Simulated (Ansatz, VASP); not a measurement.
BAs in VASP and in Ansatz

INCAR

```
SYSTEM = BAs
PREC = Accurate
ENCUT = 500
EDIFF = 1E-6
ISMEAR = 0
SIGMA = 0.1
LREAL = .False.
LASPH = .True.
NELM = 120
ALGO = Normal
ISIF = 2
LWAVE = .False.
LCHARG = .False.
GGA = PE
IVDW = 12
NBANDS = 11
GGA_COMPAT = .False.
```

The input KPOINTS:

```
Automatic mesh
0
Gamma
  6 6 6
  0 0 0
```

Contents of POSCAR:

```
BAs
1.0
    0.0000000000      2.3885000000      2.3885000000
    2.3885000000      0.0000000000      2.3885000000
    2.3885000000      2.3885000000      0.0000000000
B As
1 1
Direct
    0.0000000000      0.0000000000      0.0000000000
    0.7500000000      0.7500000000      0.7500000000
```

Input for Ansatz:

```yaml
crystal:
  lattice:
    - [0.0, 2.3885, 2.3885]
    - [2.3885, 0.0, 2.3885]
    - [2.3885, 2.3885, 0.0]
  atoms:
    - { symbol: B, position: [0.0, 0.0, 0.0] }
    - { symbol: As, position: [0.75, 0.75, 0.75] }
basis:
  ecutwfc: 420
kpoints:
  mp_grid: { grid: [6, 6, 6] }
hamiltonian:
  xc: pbe
  dispersion: d3bj
scf:
  occupations: { method: gaussian, width: 0.1 }
output:
  forces: true
  stress: true
  eigenvalues: true
```

Alike in both runs: task single point; functional PBE; dispersion D3(BJ); k mesh 6 × 6 × 6; occupations gaussian, width 0.1 eV; no spin polarisation.

|  | VASP | Ansatz |
| --- | --- | --- |
| version | VASP 6.6.1 | Ansatz 0.2.0 |
| potentials or method | VASP PAW PBE potentials, release 64 (B, As), cutoff 500 eV | scalar-relativistic, plane waves, PAW |
| valence electrons in the cell | 8 | 18 |

|  | VASP | Ansatz | Ansatz less VASP |
| --- | --- | --- | --- |
| gap on the k mesh at the Fermi level (eV) | 1.27 | 1.28 | +0.008 |
| least direct gap on the mesh (eV) | 3.27 | 3.28 | +0.005 |
| pressure (GPa) | -0.4 | -1.1 | -0.66 |

VASP's potentials hold 8 valence electrons a cell and Ansatz's 18, so a difference there can come from the potentials and not from the codes.
